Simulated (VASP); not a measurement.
BeTe:

```
Be Te
1.0
     0.00000    2.82862    2.82862
     2.82862    0.00000    2.82862
     2.82862    2.82862    0.00000
Be Te
1 1
Direct
  0.00000 0.00000 0.00000
  0.25000 0.25000 0.25000
```

Program: VASP 6.6.1. Alike in all runs: task single point; no spin polarisation; cell as given; k mesh 4 × 4 × 4; cutoff (eV) 520; smearing gaussian 0.01 eV.

Task: Order these runs on this cell by their band gap on the k mesh, lowest first.
A. level r2SCAN; potentials or basis VASP PAW PBE potentials, release 64 (Be, Te)
B. level HSE06; potentials or basis VASP PAW PBE potentials, release 64 (Be, Te); grid for exact exchange (PRECFOCK) Normal; screening parameter 0.2079 1/Å
C. level LDA; potentials or basis VASP PAW LDA potentials, release 64 (Be, Te)

Result: C (1.88 eV), A (2.36 eV), B (2.69 eV).

Caveats: all runs use coarse meshes; spin-orbit coupling is left out, which moves the levels of the heavy elements.

A k mesh can miss the band edges.
